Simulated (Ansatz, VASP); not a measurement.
AlN in VASP and in Ansatz

INCAR

```
SYSTEM = AlN
PREC = Accurate
ENCUT = 520
EDIFF = 1E-6
ISMEAR = -1
SIGMA = 0.02
LREAL = .FALSE.
LASPH = .TRUE.
NELM = 100
ALGO = Normal
ISIF = 2
LWAVE = .FALSE.
LCHARG = .FALSE.
NBANDS = 11
```

File KPOINTS:

```
regular mesh
0
G
  10 10 10
  0 0 0
```

Contents of POSCAR:

```
AlN
1.0
    0.0000000000      2.0104319938      2.0104319938
    2.0104319938      0.0000000000      2.0104319938
    2.0104319938      2.0104319938      0.0000000000
Al N
1 1
Direct
    0.0000000000      0.0000000000      0.0000000000
    0.5000000000      0.5000000000      0.5000000000
```

Input for Ansatz:

```yaml
crystal:
  lattice:
    - [0.0, 2.0104319938, 2.0104319938]
    - [2.0104319938, 0.0, 2.0104319938]
    - [2.0104319938, 2.0104319938, 0.0]
  atoms:
    - { symbol: Al, position: [0.0, 0.0, 0.0] }
    - { symbol: "N", position: [0.5, 0.5, 0.5] }
kpoints:
  mp_grid: { grid: [10, 10, 10] }
scf:
  occupations: { method: fermi_dirac, width: 0.02 }
hamiltonian:
  xc: lda
  pseudopotentials: { kind: all_electron, lapw: { basis_error: 0.001 } }
output:
  forces: true
  stress: true
  eigenvalues: true
```

Change from the starting cell: volume scaled by 1.05.

Alike in both runs: task single point; functional LDA; k mesh 10 × 10 × 10; occupations fermi-dirac, width 0.02 eV; no spin polarisation.

```csv
,VASP,Ansatz
version,VASP 6.6.1,Ansatz 0.2.0
potentials or method,"VASP PAW LDA potentials, release 64 (Al, N), cutoff 520 eV","all-electron LAPW, scalar-relativistic"
```

Ansatz gave:

```
gap on the k mesh at the Fermi level (eV) : 4.62
pressure (GPa)                            : -2.0
```

Question: Estimate VASP's values.

Answer: gap on the k mesh at the Fermi level (eV): 4.62; pressure (GPa): -1.4.

LDA's correlation is that of Perdew and Zunger in VASP and of Perdew and Wang (1992) in Ansatz. Ansatz ran all-electron here, and VASP with PAW potentials.
